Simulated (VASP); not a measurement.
Runs of VASP 6.6.1 on Mo. The structure is that of space group Im-3m (No. 229), or close to it. The cells are those of the table. 

| task | cell | k mesh | cutoff (eV) | gap on the mesh (eV) | pressure (GPa) | relaxed volume (Å³/atom) |
| --- | --- | --- | --- | --- | --- | --- |
| relaxation of cell and atoms | relaxed from a = 2.743 Å, angles 109.5°, 1 atom | 8 × 8 × 8 | 600 | none | -0.3 | 15.40 |
| single point | a = 2.710 Å, angles 109.5°, 1 atom | 18 × 18 × 18 | 520 | none | 0.6 | - |
| relaxation of cell and atoms | relaxed from a = 2.712 Å, angles 109.5°, 1 atom | 18 × 18 × 18 | 600 | none | 0.0 | 15.35 |
| single point | a = 2.712 Å, angles 109.5°, 1 atom | 8 × 8 × 8 | 520 | none | (a) | - |

Alike in all rows: level PBEsol; potentials or basis VASP PAW PBE potentials, release 64 (Mo_sv); no spin polarisation; smearing gaussian 0.1 eV.

**Question.** Fill in the values left out.

**Answer.** (a) 0.5.

Caveats: the PAW data sets were made with another functional, which shifts forces and pressure a little.

A k mesh can miss the band edges, and the runs leave out spin-orbit coupling on Mo.

A gap of «none» marks levels without a gap at the run's occupations.
